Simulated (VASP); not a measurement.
# Te (C2/m) in VASP: further runs

Te is run at these levels: PBEsol; tasks: single point.

All numbers are computed with VASP 6.6.1; they aren't measurements. Logs are shortened: lines on timing, memory, paths and dates and some standing lists are left out, and cuts for length are marked.

### 1 The cell of the first run

It takes space group C2/m (No. 12, monoclinic). The conventional cell has a = 7.589 Å, b = 4.268 Å, c = 5.937 Å, α = 90.00°, β = 90.90°, γ = 90.00°. Te (site symmetry 2/m) has 6 Te at 3.07 to 3.28 Å within 4.0 Å. Te (site symmetry m) has 6 Te at 3.01 to 3.44 Å within 4.0 Å.

### 2 Single point, PBEsol (32.04 Å³/atom)

Contents of INCAR:

```
ALGO = Normal
EDIFF = 1E-7
ENCUT = 520
GGA = PS
ISIF = 2
ISMEAR = -1
LASPH = T
LCHARG = F
LREAL = F
LWAVE = F
NBANDS = 16
NELM = 80
PREC = Accurate
SIGMA = 0.05
```

Contents of KPOINTS:

```
k-points
0
Gamma
  7 7 5
```

Contents of POSCAR:

```
Te
1.0
    3.7946491296     -2.1337846985      0.0000000000
    3.7946491296      2.1337846985      0.0000000000
   -0.0936580236      0.0000000000      5.9359814536
Te
3
Direct
    0.0000000000      0.0000000000      0.0000000000
    0.3094466100      0.3094466100      0.3388094900
    0.6905533900      0.6905533900      0.6611905100
```

Potentials or basis: VASP PAW PBE potentials, release 64 (Te).

Run with:

```bash
$ cat potpaw_PBE.64/Te/POTCAR > POTCAR
$ mpirun -np 1 vasp_std > vasp.out
```

OUTCAR:

```text
EDIFF = 1E-7
   ENCUT = 520
   GGA = PS
   ISIF = 2
   ISMEAR = -1
   LASPH = T
   LREAL = F
   NELM = 80
   PREC = Accurate

 ion  position               nearest neighbor table
   1  0.000  0.000  0.000-   2 3.07   3 3.07   3 3.28   3 3.28   2 3.28   2 3.28
   2  0.309  0.309  0.339-   3 3.01   3 3.01   1 3.07   1 3.28   1 3.28   3 3.44
   3  0.691  0.691  0.661-   2 3.01   2 3.01   1 3.07   1 3.28   1 3.28   2 3.44

  LATTYP: Found a base centered monoclinic cell.
 ALAT       =     7.5892982592
 B/A-ratio  =     0.5623140969
 C/A-ratio  =     0.7822489081
 COS(beta)  =    -0.0157760547

  Lattice vectors:

 A1 = (   3.7946491296,  -2.1337846985,   0.0000000000)
 A2 = (   3.7946491296,   2.1337846985,   0.0000000000)
 A3 = (  -0.0936580236,   0.0000000000,   5.9359814536)

Analysis of symmetry for initial positions (statically):
=====================================================================
 Subroutine PRICEL returns:
 Original cell was already a primitive cell.

 Routine SETGRP: Setting up the symmetry group for a
 base centered monoclinic supercell.

 Subroutine GETGRP returns: Found  4 space group operations
 (whereof  4 operations were pure point group operations)
 out of a pool of  4 trial point group operations.

The static configuration has the point symmetry C_2h.

Analysis of symmetry for dynamics (positions and initial velocities):
=====================================================================
 Subroutine PRICEL returns:
 Original cell was already a primitive cell.

 Routine SETGRP: Setting up the symmetry group for a
 base centered monoclinic supercell.

 Subroutine GETGRP returns: Found  4 space group operations
 (whereof  4 operations were pure point group operations)
 out of a pool of  4 trial point group operations.

The dynamic configuration has the point symmetry C_2h.

 Subroutine INISYM returns: Found  4 space group operations
 (whereof  4 operations are pure point group operations),
 and found     1 'primitive' translations

----------------------------------------------------------------------------------------

                                     Primitive cell

  volume of cell :      96.1269

[... 84 lines left out ...]
   ISPIN  =      1    spin polarized calculation?
   LNONCOLLINEAR =      F non collinear calculations
   LSORBIT =      F    spin-orbit coupling
   LASPH  =      T    aspherical Exc in radial PAW
   ENCUT  =  520.0 eV  38.22 Ry    6.18 a.u.   8.09  8.09 11.04*2*pi/ulx,y,z
   NELM   =     80;   NELMIN=  2; NELMDL= -5     # of ELM steps
   EDIFF  = 0.1E-06   stopping-criterion for ELM
   LREAL  =      F    real-space projection
   EDIFFG = 0.1E-05   stopping-criterion for IOM
   NSW    =      0    number of steps for IOM
   IBRION =     -1    ionic relax: 0-MD 1-quasi-New 2-CG
   NFREE  =      0    steps in history (QN), initial steepest desc. (CG)
   ISIF   =      2    stress and relaxation
   ISYM   =      2    0-nonsym 1-usesym 2-fastsym
   POTIM  = 0.5000    time-step for ionic-motion
   TEBEG  =    0.0;   TEEND  =   0.0 temperature during run
   PSTRESS=    0.0 pullay stress
   NELECT =      18.0000    total number of electrons
   NUPDOWN=      -1.0000    fix difference up-down
   EMIN   =  10.00;   EMAX   =-10.00  energy-range for DOS
   EFERMI =   0.00;   METHOD = LEGACY
   ISMEAR =    -1;   SIGMA  =   0.05  broadening in eV -4-tet -1-fermi 0-gaus
   EFERMI_NEDOS =   21; number of points for ismear=-14 and -15
   IALGO  =     38    algorithm
   IMIX   =      4    mixing-type and parameters
     AMIX     =   0.40;   BMIX     =  1.00
     AMIX_MAG =   1.60;   BMIX_MAG =  1.00
  volume/ion in A,a.u.               =      32.04       216.23
  Fermi-wavevector in a.u.,A,eV,Ry     =   0.936593  1.769903 11.935110  0.877206
  Thomas-Fermi vector in A             =   2.063618
   LORBIT       =      0    0 simple, 1 ext, 2 COOP (PROOUT), +10 PAW based schemes
   GGA     = PS    functional components
   LHFCALC =     F    Hartree Fock is set to
   AEXX    =    0.0000 exact exchange contribution
   IVDW    =     0    specifies the selected vdW correction
   LEPSILON=     F    determine dielectric tensor
   LRPA    =     F    only Hartree local field effects (RPA)
 non-spin polarized calculation
  energy-cutoff  :      520.00
  volume of cell :       96.13
 maximum number of plane-waves:      2606
   NGX = 17   NGY = 17   NGZ = 23

 number of electron      18.0000000 magnetization

 Free energy of the ion-electron system (eV)
  ---------------------------------------------------
  ext. energy  EPLUGINS =         0.00000000
  ---------------------------------------------------
  free energy    TOTEN  =       -10.49359771 eV

  energy without entropy =      -10.48611373  energy(sigma->0) =      -10.48985572

 E-fermi :   6.6056     XC(G=0):  -9.5160

 val. band max:        6.6004085981   @ k =   0.0000   0.0000   0.4000
 cond. band min:       6.6439080055   @ k =   0.0000   0.0000   0.4000
 fundamental gap:      0.0434994074
 Fermi energy:         6.6055704429

 k-point     1 :       0.0000    0.0000    0.0000
  band No.  band energies     occupation
      1      -7.2744      2.00000
      2      -3.9843      2.00000
      3      -3.8314      2.00000
      4       3.7937      2.00000
      5       3.8175      2.00000
      6       4.3227      2.00000
[... 433 lines left out ...]
      3      -2.8679      2.00000
      4       2.5714      2.00000
      5       3.6073      2.00000
      6       3.9484      2.00000
[... 8 lines left out ...]
     15      12.1063      0.00000
     16      12.4743      0.00000

 [... further k-points ...]

------------------------ aborting loop because EDIFF is reached ----------------------------------------

  FORCE on cell =-STRESS in cart. coord.  units (eV):
  Direction    XX          YY          ZZ          XY          YZ          ZX
  --------------------------------------------------------------------------------------
  -------------------------------------------------------------------------------------
  Total       -0.5898568     -0.4239941     -0.4909744      0.0000000      0.0000000     -0.0087596
  in kB       -9.8313334     -7.0668462     -8.1832291      0.0000000      0.0000000     -0.1459995
  external PRESSURE =      -8.3604696 kB  Pullay stress =       0.0000000 kB

 VOLUME and BASIS-vectors are now :
 -----------------------------------------------------------------------------
  energy-cutoff  :      520.00
  volume of cell :       96.13
      direct lattice vectors                 reciprocal lattice vectors
     3.794649130 -2.133784698  0.000000000     0.131764488 -0.234325422  0.002078982
     3.794649130  2.133784698  0.000000000     0.131764488  0.234325422  0.002078982
    -0.093658024  0.000000000  5.935981454     0.000000000  0.000000000  0.168464138

 POSITION                                       TOTAL-FORCE (eV/Angst)
 -----------------------------------------------------------------------------------
      0.00000      0.00000      0.00000         0.000000      0.000000     -0.000000
      2.31675      0.00000      2.01117         0.144904      0.000000     -0.057785
      5.17889      0.00000      3.92481        -0.144904      0.000000      0.057785
 -----------------------------------------------------------------------------------
    total drift:                                0.000000     -0.000000     -0.000000

  FREE ENERGIE OF THE ION-ELECTRON SYSTEM (eV)
  ---------------------------------------------------
  free  energy   TOTEN  =       -10.4935977066 eV

  energy  without entropy=      -10.4861137251  energy(sigma->0) =      -10.48985572
```

It took 1.8 min on 1 thread of Intel Xeon 8259CL, shared host; peak memory 0.26 GiB.

What came out:

| Item | Value |
| --- | --- |
| Free energy | -10.4936 eV |
| Pressure | -0.8 GPa |
| Largest force | 0.156 eV/Å |

Forces on the atoms (eV/Å):
```
Te   0.000  0.000  0.000
Te   0.145  0.000 -0.058
Te  -0.145  0.000  0.058
```

Stress tensor (GPa, compression positive):
```
-0.98  0.00 -0.01
 0.00 -0.71  0.00
-0.01  0.00 -0.82
```

Caveat: the PAW data sets were made with another functional, which shifts forces and pressure a little; spin-orbit coupling is left out, which moves the levels of the heavy elements.

### 3 Single point, PBEsol (33.35 Å³/atom)

This run uses another cell than the first one, of 33.35 Å³/atom.

Contents of INCAR:

```
SYSTEM = Te
  PREC = Accurate
  ENCUT = 520
  EDIFF = 1E-7
  ISMEAR = -1
  SIGMA = 0.05
  LREAL = .FALSE.
  LASPH = .TRUE.
  NELM = 80
  ALGO = Normal
  ISIF = 2
  LWAVE = .FALSE.
  LCHARG = .FALSE.
  GGA = PS
  NBANDS = 16
```

Contents of KPOINTS:

```
regular mesh
0
G
  7 7 5
  0 0 0
```

Contents of POSCAR:

```
Te
1.0
    3.8455900958     -2.1624295219      0.0000000000
    3.8455900958      2.1624295219      0.0000000000
   -0.0949153283      0.0000000000      6.0156685658
Te
3
Direct
    0.0000000000      0.0000000000      0.0000000000
    0.3094466100      0.3094466100      0.3388094900
    0.6905533900      0.6905533900      0.6611905100
```

Potentials or basis: VASP PAW PBE potentials, release 64 (Te).

Run with:

```bash
$ cat potpaw_PBE.64/Te/POTCAR > POTCAR
$ mpirun -np 1 vasp_std > vasp.out
```

Run time: 2.5 min. Hardware: 1 thread of Intel Xeon 8259CL, shared host; peak memory 0.29 GiB.

Results (log left out):

```
Free energy            : -10.4488 eV
Pressure               : -2.7 GPa
Largest force          : 0.043 eV/Å
Band gap on the k mesh : 0.05 eV (least direct gap 0.19 eV)
```

Forces in eV/Å, atoms in the order of the input:
```
Te   0.000  0.000  0.000
Te   0.038  0.000 -0.021
Te  -0.038  0.000  0.021
```

Stress tensor (GPa, compression positive):
```
-2.64  0.00 -0.02
 0.00 -2.48  0.00
-0.02  0.00 -3.12
```

Levels at points of the mesh, in eV from the valence-band top:
| k point | band 5 | band 6 | band 7 | band 8 | band 9 | band 10 | band 11 | band 12 | band 13 | band 14 |
| --- | --- | --- | --- | --- | --- | --- | --- | --- | --- | --- |
| (0.00, 0.00, 0.00) | -2.63 | -2.23 | -2.01 | -1.60 | -1.38 | 0.95 | 0.98 | 1.52 | 4.72 | 5.12 |

Caveat: the PAW data sets were made with another functional, which shifts forces and pressure a little; spin-orbit coupling is left out, which moves the levels of the heavy elements; an odd mesh through Γ misses points on the zone boundary, where band edges can lie.
